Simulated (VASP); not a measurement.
# Pd (Im-3m) in VASP: single point with LDA

Aim: the single point of Pd with LDA.

Everything below comes from runs of VASP 6.6.1. Logs are shortened: lines on timing, memory, paths and dates and some standing lists are left out, and cuts for length are marked.

**1. The cell of the first run**

The structure is cubic, space group Im-3m (No. 229). The conventional cell has a = 3.060 Å, b = 3.060 Å, c = 3.060 Å, α = 90.00°, β = 90.00°, γ = 90.00°. Pd (site symmetry m-3m) has 14 Pd at 2.65 to 3.06 Å within 3.5 Å.

**2. Single point, LDA**

Contents of INCAR:

```
PREC     = Accurate       # precision mode
ENCUT    = 520            # plane-wave cutoff, eV
EDIFF    = 1E-6           # SCF threshold, eV
ISMEAR   = -1             # smearing method
SIGMA    = 0.13605693000000002 # smearing width, eV
LREAL    = F              # projectors in reciprocal space
LASPH    = T              # aspherical terms in the spheres
NELM     = 60             # most SCF steps
ALGO     = Normal         # electronic algorithm
ISIF     = 2              # what is computed and relaxed
LWAVE    = F              # write WAVECAR
LCHARG   = F              # write CHGCAR
GGA      = CA             # functional
NBANDS   = 11             # bands
```

Contents of KPOINTS:

```
Automatic mesh
0
Gamma
  15 15 15
```

Contents of POSCAR:

```
Pd
1.0
   -1.5297754095      1.5297754095      1.5297754095
    1.5297754095     -1.5297754095      1.5297754095
    1.5297754095      1.5297754095     -1.5297754095
Pd
1
Direct
    0.0000000000      0.0000000000      0.0000000000
```

Potentials or basis: VASP PAW LDA potentials, release 64 (Pd).

Run with:

```bash
$ cat potpaw_LDA.64/Pd/POTCAR > POTCAR
$ mpirun -np 1 vasp_std > vasp.out
```

OUTCAR:

```text
PREC = Accurate
   ENCUT = 520
   EDIFF = 1E-6
   ISMEAR = -1
   LREAL = F
   LASPH = T
   NELM = 60
   ISIF = 2
   GGA = CA

 ion  position               nearest neighbor table
   1  0.000  0.000  0.000-

  LATTYP: Found a body centered cubic cell.
 ALAT       =     3.0595508190

  Lattice vectors:

 A1 = (  -1.5297754095,   1.5297754095,   1.5297754095)
 A2 = (   1.5297754095,  -1.5297754095,   1.5297754095)
 A3 = (   1.5297754095,   1.5297754095,  -1.5297754095)

Analysis of symmetry for initial positions (statically):
=====================================================================
 Subroutine PRICEL returns:
 Original cell was already a primitive cell.

 Routine SETGRP: Setting up the symmetry group for a
 body centered cubic supercell.

 Subroutine GETGRP returns: Found 48 space group operations
 (whereof 48 operations were pure point group operations)
 out of a pool of 48 trial point group operations.

The static configuration has the point symmetry O_h .

Analysis of symmetry for dynamics (positions and initial velocities):
=====================================================================
 Subroutine PRICEL returns:
 Original cell was already a primitive cell.

 Routine SETGRP: Setting up the symmetry group for a
 body centered cubic supercell.

 Subroutine GETGRP returns: Found 48 space group operations
 (whereof 48 operations were pure point group operations)
 out of a pool of 48 trial point group operations.

The dynamic configuration has the point symmetry O_h .

 Subroutine INISYM returns: Found 48 space group operations
 (whereof 48 operations are pure point group operations),
 and found     1 'primitive' translations

----------------------------------------------------------------------------------------

                                     Primitive cell

  volume of cell :      14.3200

  direct lattice vectors                    reciprocal lattice vectors
    -1.529775410  1.529775410  1.529775410     0.000000000  0.326845364  0.326845364
     1.529775410 -1.529775410  1.529775410     0.326845364  0.000000000  0.326845364
     1.529775410  1.529775410 -1.529775410     0.326845364  0.326845364  0.000000000

  length of vectors
     2.649648733  2.649648733  2.649648733     0.462229146  0.462229146  0.462229146

  position of ions in fractional coordinates (direct lattice)
     0.000000000  0.000000000  0.000000000

  ion indices of the primitive-cell ions
   primitive index   ion index
[... 73 lines left out ...]
   EDIFF  = 0.1E-05   stopping-criterion for ELM
   LREAL  =      F    real-space projection
   EDIFFG = 0.1E-04   stopping-criterion for IOM
   NSW    =      0    number of steps for IOM
   IBRION =     -1    ionic relax: 0-MD 1-quasi-New 2-CG
   NFREE  =      0    steps in history (QN), initial steepest desc. (CG)
   ISIF   =      2    stress and relaxation
   ISYM   =      2    0-nonsym 1-usesym 2-fastsym
   POTIM  = 0.5000    time-step for ionic-motion
   TEBEG  =    0.0;   TEEND  =   0.0 temperature during run
   PSTRESS=    0.0 pullay stress
   NELECT =      10.0000    total number of electrons
   NUPDOWN=      -1.0000    fix difference up-down
   EMIN   =  10.00;   EMAX   =-10.00  energy-range for DOS
   EFERMI =   0.00;   METHOD = LEGACY
   ISMEAR =    -1;   SIGMA  =   0.14  broadening in eV -4-tet -1-fermi 0-gaus
   EFERMI_NEDOS =   21; number of points for ismear=-14 and -15
   IALGO  =     38    algorithm
   IMIX   =      4    mixing-type and parameters
     AMIX     =   0.40;   BMIX     =  1.00
     AMIX_MAG =   1.60;   BMIX_MAG =  1.00
  volume/ion in A,a.u.               =      14.32        96.64
  Fermi-wavevector in a.u.,A,eV,Ry     =   1.452425  2.744686 28.702027  2.109539
  Thomas-Fermi vector in A             =   2.569809
   LORBIT       =      0    0 simple, 1 ext, 2 COOP (PROOUT), +10 PAW based schemes
   GGA     = CA    functional components
   LHFCALC =     F    Hartree Fock is set to
   AEXX    =    0.0000 exact exchange contribution
   IVDW    =     0    specifies the selected vdW correction
   LEPSILON=     F    determine dielectric tensor
   LRPA    =     F    only Hartree local field effects (RPA)
 non-spin polarized calculation
  energy-cutoff  :      520.00
  volume of cell :       14.32
 maximum number of plane-waves:       397
   NGX =  9   NGY =  9   NGZ =  9

 number of electron      10.0000000 magnetization

 number of electron       9.9999995 magnetization

 Free energy of the ion-electron system (eV)
  ---------------------------------------------------
  ext. energy  EPLUGINS =         0.00000000
  ---------------------------------------------------
  free energy    TOTEN  =        -6.47531529 eV

  energy without entropy =       -6.40624230  energy(sigma->0) =       -6.44077880

 E-fermi :  10.1017     XC(G=0): -13.6954

 val. band max:       10.0962477621   @ k =  -0.4000  -0.4667   0.2667
 cond. band min:      10.1030026021   @ k =  -0.4000   0.4000   0.2000
 fundamental gap:      0.0067548400
 Fermi energy:        10.1016722098

 k-point     1 :       0.0000    0.0000    0.0000
  band No.  band energies     occupation
      1       2.6441      2.00000
      2       6.9657      2.00000
      3       6.9657      2.00000
      4       6.9657      2.00000
      5       9.1011      1.99872
      6       9.1011      1.99872
      7      29.4746      0.00000
      8      29.4746      0.00000
      9      29.4746      0.00000
     10      35.9058      0.00000
     11      38.4782      0.00000
[... 309 lines left out ...]
 k-point    24 :       0.4000    0.2000    0.0000
  band No.  band energies     occupation
      1       5.1963      2.00000
      2       5.9864      2.00000
      3       7.7572      2.00000
      4       8.9937      1.99942
      5       9.6938      1.90494
      6      14.9629      0.00000
      7      18.2134      0.00000
      8      22.5397      0.00000
      9      27.4416      0.00000
     10      34.2536      0.00000
     11      35.7526      0.00000

 [... further k-points ...]
[... 5 lines left out ...]
  --------------------------------------------------------------------------------------
  -------------------------------------------------------------------------------------
  Total       -0.0290402     -0.0290402     -0.0290402      0.0000000      0.0000000      0.0000000
  in kB       -3.2491326     -3.2491326     -3.2491326      0.0000000      0.0000000      0.0000000
  external PRESSURE =      -3.2491326 kB  Pullay stress =       0.0000000 kB

 VOLUME and BASIS-vectors are now :
 -----------------------------------------------------------------------------
  energy-cutoff  :      520.00
  volume of cell :       14.32
      direct lattice vectors                 reciprocal lattice vectors
    -1.529775410  1.529775410  1.529775410     0.000000000  0.326845364  0.326845364
     1.529775410 -1.529775410  1.529775410     0.326845364  0.000000000  0.326845364
     1.529775410  1.529775410 -1.529775410     0.326845364  0.326845364  0.000000000

 POSITION                                       TOTAL-FORCE (eV/Angst)
 -----------------------------------------------------------------------------------
      0.00000      0.00000      0.00000         0.000000      0.000000      0.000000
 -----------------------------------------------------------------------------------
    total drift:                                0.000000      0.000000      0.000000

  FREE ENERGIE OF THE ION-ELECTRON SYSTEM (eV)
  ---------------------------------------------------
  free  energy   TOTEN  =        -6.4753152941 eV

  energy  without entropy=       -6.4062423021  energy(sigma->0) =       -6.44077880
```

OSZICAR:

```text
N       E                     dE             d eps       ncg     rms          rms(c)
DAV:   1     0.415687712488E+02    0.41569E+02   -0.51845E+03  2656   0.860E+02
DAV:   2    -0.623093938962E+01   -0.47800E+02   -0.46111E+02  2940   0.184E+02
DAV:   3    -0.679930114360E+01   -0.56836E+00   -0.56565E+00  3208   0.214E+01
DAV:   4    -0.680164001109E+01   -0.23389E-02   -0.23383E-02  3181   0.141E+00
DAV:   5    -0.680166463316E+01   -0.24622E-04   -0.24621E-04  3382   0.130E-01    0.875E+00
DAV:   6    -0.649547622228E+01    0.30619E+00   -0.11940E+00  3255   0.889E+00    0.420E+00
DAV:   7    -0.648061622070E+01    0.14860E-01   -0.21910E-02  3402   0.100E+00    0.214E+00
DAV:   8    -0.647532084850E+01    0.52954E-02   -0.17112E-03  3308   0.409E-01    0.857E-02
DAV:   9    -0.647531158155E+01    0.92669E-05   -0.77508E-05  3585   0.777E-02    0.150E-02
DAV:  10    -0.647531537361E+01   -0.37921E-05   -0.24003E-06  3318   0.153E-02    0.647E-03
DAV:  11    -0.647531529409E+01    0.79521E-07   -0.36207E-08  2229   0.191E-03
   1 F= -.64753153E+01 E0= -.64407788E+01  d E =-.690730E-01
```

It took 19 s on 1 thread of Intel Xeon 8259CL, shared host; peak memory 0.13 GiB.

What came out:

* Free energy: -6.4753 eV
* Pressure: -0.3 GPa
* Band gap on the k mesh: zero (band 5 reaches 10.70 eV, above the bottom of band 6 at 8.98 eV)
